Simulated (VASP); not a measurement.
Here is a VASP 6.6.1 calculation.

Contents of POSCAR:

```
WSe2
1.0
    3.3630926442      0.0000000000      0.0000000000
   -1.6815463221      2.9125236652      0.0000000000
    0.0000000000      0.0000000000     13.4021714208
W Se
2 4
Direct
    0.6666666667      0.3333333333      0.2500252499
    0.3333333333      0.6666666667      0.7499747501
    0.3333333333      0.6666666667      0.3728355170
    0.6666666667      0.3333333333      0.8727850207
    0.3333333333      0.6666666667      0.1272149793
    0.6666666667      0.3333333333      0.6271644830
```

INCAR.step1

```
PREC = Accurate ; ENCUT = 520
ISMEAR = 0 ; SIGMA = 0.01
LREAL = F ; LASPH = T
NELM = 60 ; NBANDS = 35
GGA = PE ; ALGO = Normal
EDIFF = 1E-4 ; LWAVE = T
LCHARG = F
```

File INCAR.step2:

```
PREC = Accurate ; ENCUT = 520
EDIFF = 1E-6 ; ISMEAR = 0
SIGMA = 0.01 ; LREAL = F
LASPH = T ; NELM = 60
ALGO = Normal ; ISIF = 2
LWAVE = F ; LCHARG = F
METAGGA = R2SCAN ; LMIXTAU = T
NBANDS = 35 ; ISTART = 1
```

KPOINTS

```
Automatic mesh
0
Gamma
  12 12 2
```

Potentials or basis: VASP PAW PBE potentials, release 64 (W_sv, Se).

Command:

```bash
$ cat potpaw_PBE.64/W_sv/POTCAR potpaw_PBE.64/Se/POTCAR > POTCAR
$ cp INCAR.step1 INCAR
$ mpirun -np 1 vasp_std > vasp.out
$ cp INCAR.step2 INCAR
$ mpirun -np 1 vasp_std > vasp.out
```

Predict the largest force.

0.006 eV/Å.

Estimate the band gap on the k mesh.

1.07 eV, indirect (least direct gap 1.41 eV).

What does it give for the pressure?

-1.8 GPa.

Forces on the atoms (eV/Å):
```
W    0.000  0.000  0.000
W    0.000  0.000  0.000
Se   0.000  0.000  0.006
Se   0.000  0.000  0.006
Se   0.000  0.000 -0.006
Se   0.000  0.000 -0.006
```

Caveat: the cell differs from its parent crystal (strain +1.9%); the PAW data sets were made with another functional, which shifts forces and pressure a little; spin-orbit coupling is left out, which moves the levels of the heavy elements. A k mesh can miss the band edges.
